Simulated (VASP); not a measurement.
The system is Zn3GeO.

```
Zn Ge O
1.0
     3.76370    0.00000    0.00000
     0.00000    3.76370    0.00000
     0.00000    0.00000    4.84318
Zn Ge O
3 1 1
Cartesian
  0.0000 1.8819 2.4929
  1.8819 1.8819 0.5611
  1.8819 0.0000 2.4929
  1.8819 1.8819 3.4120
  0.0000 0.0000 4.8050
```

The cell was generated, and may not be a known phase.

```yaml
Program: VASP 6.6.1
Task: relaxation of cell and atoms
Functional: PBE
Potentials_or_basis: VASP PAW PBE potentials, release 64 (Zn, Ge_d, O)
Cutoff: 600 eV
k_mesh: 4 × 4 × 4
Occupations: gaussian, width 0.1 eV
Spin: no spin polarisation
```

At the start: pressure 40.1 GPa; volume 13.72 Å³/atom.

**Question.** Where does the relaxation end?

**Answer.** Over 35 steps the energy falls by 1182.3 meV/atom and the volume is 18.01 Å³/atom (+31.3 %); space group P4mm (No. 99, to 0.1 Å) before and after.

The path:
```
step  energy change (eV)  largest force (eV/Å)  pressure (GPa)  volume (Å³)
   1              0.0000                5.6365           40.05        68.61
   2             -2.5504                0.9336           -7.00       108.59
   3             -2.9582                1.1275           -0.53        92.37
   4             -2.9590                1.1187           -0.96        93.01
   5             -3.1167                1.2290           -1.63        92.50
   6             -3.2684                2.7485           -1.44        90.91
   7             -3.2840                1.7227           -1.85        91.36
   8             -3.3645                1.7840           -1.66        90.70
   9             -3.6012                1.9777           -0.97        88.76
  10             -3.9631                2.2565            2.00        84.97
  11             -3.4544                2.5227           17.67        77.71
  12             -4.0207                2.2834            3.99        83.47
  13             -4.3328                1.5446            3.58        84.58
  14             -4.6522                3.2293            4.82        86.96
  15             -5.0547                2.4932            0.98        91.76
  16             -5.2842                1.8620           -1.99        97.44
  17             -5.2139                0.9991           -5.60       109.31
  18             -5.3398                1.4727           -3.56       101.73
  19             -5.5515                1.2781           -2.17        98.45
  20             -5.7409                0.7304            2.00        92.38
  21             -5.8284                0.4620            0.09        94.19
  22             -5.8379                0.3362           -0.63        95.05
  23             -5.8659                0.2984           -0.54        94.35
  24             -5.8755                0.3404           -0.39        93.67
  25             -5.8881                0.2334           -0.16        92.62
  26             -5.8969                0.3193            0.36        90.66
  27             -5.9044                0.2095            0.04        90.39
  28             -5.9063                0.1255           -0.19        90.18
  29             -5.9097                0.0546            0.22        89.76
  30             -5.9099                0.0789            0.40        89.63
  31             -5.9111                0.0404           -0.16        90.18
  32             -5.9111                0.0423            0.01        90.08
  33             -5.9111                0.0410           -0.08        90.12
  34             -5.9111                0.0416           -0.05        90.11
  35             -5.9114                0.0112            0.01        90.05
```

Final structure:
```yaml
crystal:
  lattice:
    - [3.81231, 0.00000, 0.00000]
    - [0.00000, 3.81231, 0.00000]
    - [0.00000, 0.00000, 6.19596]
  atoms:
    - { symbol: Zn, position: [0.00000, 0.50000, 0.41514] }
    - { symbol: Zn, position: [0.50000, 0.50000, 0.07912] }
    - { symbol: Zn, position: [0.50000, 0.00000, 0.41514] }
    - { symbol: Ge, position: [0.50000, 0.50000, 0.68695] }
    - { symbol: O, position: [0.00000, 0.00000, 0.24555] }
```

Caveat: the k points lie up to 0.41 Å⁻¹ apart in the final cell, too coarse for converged energies and pressures of a metal; the volume moved by over 15 % at a fixed basis, so the end points are rough.
